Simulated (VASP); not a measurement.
Set up this calculation in VASP 6.6.1, as the native input.

```yaml
Task: single point
Functional: PBE
Potentials_or_basis: VASP PAW PBE potentials, release 64 (Cu, O)
Cutoff: 520 eV
k_mesh: 22 × 22 × 22
Occupations: gaussian, width 0.1 eV
Spin: no spin polarisation
Dipole_correction: no
Further_INCAR_settings: ALGO = Normal; EDIFF = 1e-06; NBANDS = 16
```

The structure of CuO lies in POSCAR:

```
CuO
1.0
    0.0000000000      2.0335143190      2.0335143190
    2.0335143190      0.0000000000      2.0335143190
    2.0335143190      2.0335143190      0.0000000000
Cu O
1 1
Direct
    0.0000000000      0.0000000000      0.0000000000
    0.5000000000      0.5000000000      0.5000000000
```

These files were run (other wordings do the same):

INCAR

```
PREC = Accurate
ENCUT = 520
EDIFF = 1E-6
ISMEAR = 0
SIGMA = 0.1
LREAL = False
LASPH = True
NELM = 80
ALGO = Normal
ISIF = 2
LWAVE = False
LCHARG = False
GGA = PE
NBANDS = 16
```

KPOINTS

```
regular mesh
0
Gamma
  22 22 22
```

Potentials or basis: VASP PAW PBE potentials, release 64 (Cu, O).

Command:

```bash
$ cat potpaw_PBE.64/Cu/POTCAR potpaw_PBE.64/O/POTCAR > POTCAR
$ mpirun -np 1 vasp_std > vasp.out
```

It gave:

```
Pressure               : 31.2 GPa
Band gap on the k mesh : zero (an odd number of electrons rules out a gap without spin polarisation)
```

Caveat: the cell stands under pressure; an odd number of electrons without spin polarisation forces a metal; a magnetic or distorted state may lie lower; semilocal functionals often make such compounds metallic where correlation or magnetic order opens a gap, which also shifts bond lengths.

It took 110 s on 1 thread of Intel Xeon 8259CL, on a shared host, peak memory 0.21 GiB.
